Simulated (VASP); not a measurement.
The system is Re.

```
Re
1.0
     2.76000    0.00000    0.00000
    -1.38000    2.39023    0.00000
     0.00000    0.00000    4.45740
Re
2
Cartesian
  0.0000 1.5935 3.3430
  1.3800 0.7967 1.1143
```

- Program: VASP 6.6.1
- Task: relaxation of cell and atoms
- Functional: PBE
- Potentials or basis: VASP PAW PBE potentials, release 64 (Re)
- Cutoff: 600 eV
- k mesh: 18 × 18 × 10
- Occupations: gaussian, width 0.1 eV
- Spin: no spin polarisation

At the start: pressure 6.0 GPa; volume 14.70 Å³/atom.

Question: Where does the relaxation end?

Answer: Over 4 steps the energy falls by 4.2 meV/atom and the volume is 14.93 Å³/atom (+1.6 %); space group P6_3/mmc (No. 194, to 0.1 Å) before and after.

Step by step:
| step | energy change (eV) | largest force (eV/Å) | pressure (GPa) | volume (Å³) |
| --- | --- | --- | --- | --- |
| 1 | 0.0000 | 0.0000 | 6.01 | 29.41 |
| 2 | 0.1238 | 0.0000 | -20.43 | 31.82 |
| 3 | -0.0085 | 0.0000 | -0.15 | 29.88 |
| 4 | -0.0085 | 0.0000 | -0.01 | 29.87 |

Final structure:
```cif
data_structure
_symmetry_space_group_name_H-M 'P 1'
_symmetry_Int_Tables_number 1
_cell_length_a 2.7742
_cell_length_b 2.7742
_cell_length_c 4.4810
_cell_angle_alpha 90.000
_cell_angle_beta 90.000
_cell_angle_gamma 120.000
_cell_volume 29.87
loop_
_atom_site_label
_atom_site_type_symbol
_atom_site_fract_x
_atom_site_fract_y
_atom_site_fract_z
_atom_site_occupancy
Re1 Re 0.33333 0.66667 0.75000 1
Re2 Re 0.66667 0.33333 0.25000 1
```
